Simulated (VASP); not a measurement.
A run of VASP 6.6.1 is set up as follows.

File INCAR:

```
PREC = Accurate
ENCUT = 600
EDIFF = 1E-6
ISMEAR = 0
SIGMA = 0.05
LREAL = F
LASPH = T
NELM = 100
ALGO = Normal
ISIF = 4
LWAVE = F
LCHARG = F
GGA = B5
ALDAX = 1.0
AGGAX = 1.0
AGGAC = 1.0
ALDAC = 0.0
IVDW = 12
VDW_S6 = 1.0
VDW_S8 = 2.6996
VDW_A1 = 0.4298
VDW_A2 = 4.2359
IBRION = 2
NSW = 60
EDIFFG = -0.02
```

KPOINTS

```
Automatic mesh
0
Gamma
  8 8 6
```

The input POSCAR:

```
GaN
1.0
    3.1771651428      0.0000000001      0.0000000000
   -1.5885825715      2.7515057256      0.0000000000
    0.0000000000      0.0000000000      5.1752186774
Ga N
2 2
Direct
    0.3333333333      0.6666666667     -0.0008277438
    0.6666666667      0.3333333333      0.4991722562
    0.3333333333      0.6666666667      0.3758277438
    0.6666666667      0.3333333333      0.8758277438
```

Potentials or basis: VASP PAW PBE potentials, release 64 (Ga_d, N).

Launch:

```sh
$ cat potpaw_PBE.64/Ga_d/POTCAR potpaw_PBE.64/N/POTCAR > POTCAR
$ mpirun -np 1 vasp_std > vasp.out
```

Task: What does it give for the dispersion energy per atom?

Result: -0.565 eV.

Task: Estimate the band gap on the k mesh.

Result: 2.05 eV, direct.

The path:
| step | energy change (eV) | largest force (eV/Å) | pressure (GPa) | volume (Å³) |
| --- | --- | --- | --- | --- |
| 1 | 0.0000 | 0.0158 | 5.90 | 45.24 |
| 2 | -0.0001 | 0.0156 | 5.90 | 45.24 |

Caveat: the PAW data sets were made with another functional, which shifts forces and pressure a little. A hybrid or GW would open this gap; BLYP tends to underestimate it.
